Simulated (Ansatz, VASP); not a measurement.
One calculation of NaPt2BrO2, two programs

```
CELL_PARAMETERS angstrom
4.31226 0.00000 0.00000
0.00000 4.31226 0.00000
0.00000 0.00000 5.34715
ATOMIC_POSITIONS crystal
Na 0.00000 0.00000 0.00000
Pt 0.50000 0.50000 0.22487
Pt 0.50000 0.50000 0.77513
Br 0.00000 0.00000 0.50000
O 0.00000 0.50000 0.50000
O 0.50000 0.00000 0.50000
```

Change from the starting cell: species swapped into the CeCr2Si2C type (P4/mmm, No. 123).

Alike in both runs: functional PBE; k mesh 3 × 3 × 2; occupations gaussian, width 0.15 eV; no spin polarisation.

Ansatz relaxed the structure, and its values are those at the end. VASP's run is a single point on that final structure, the one shown.

|  | VASP | Ansatz |
| --- | --- | --- |
| version | VASP 6.6.1 | Ansatz 0.2.0 |
| potentials or method | VASP PAW PBE potentials, release 64 (Na_pv, Pt, Br, O), cutoff 600 eV | scalar-relativistic, plane waves, PAW |
| valence electrons in the cell | 46 | 64 |

```csv
,VASP,Ansatz,Ansatz less VASP
gap on the k mesh at the Fermi level (eV),none,none,-
pressure (GPa),0.2,0.4,+0.18
rms of the force components (eV/Å),0.008,0.014,+0.0059
```

A gap of «none» marks a metal or a gap that the smearing closes. With one functional, cell and mesh, what is left measures potentials, basis and numerics. VASP's potentials hold 46 valence electrons a cell and Ansatz's 64, so a difference there can come from the potentials and not from the codes.

The k mesh is coarse, so the values compare programs but aren't converged. Spin-orbit coupling is off throughout.
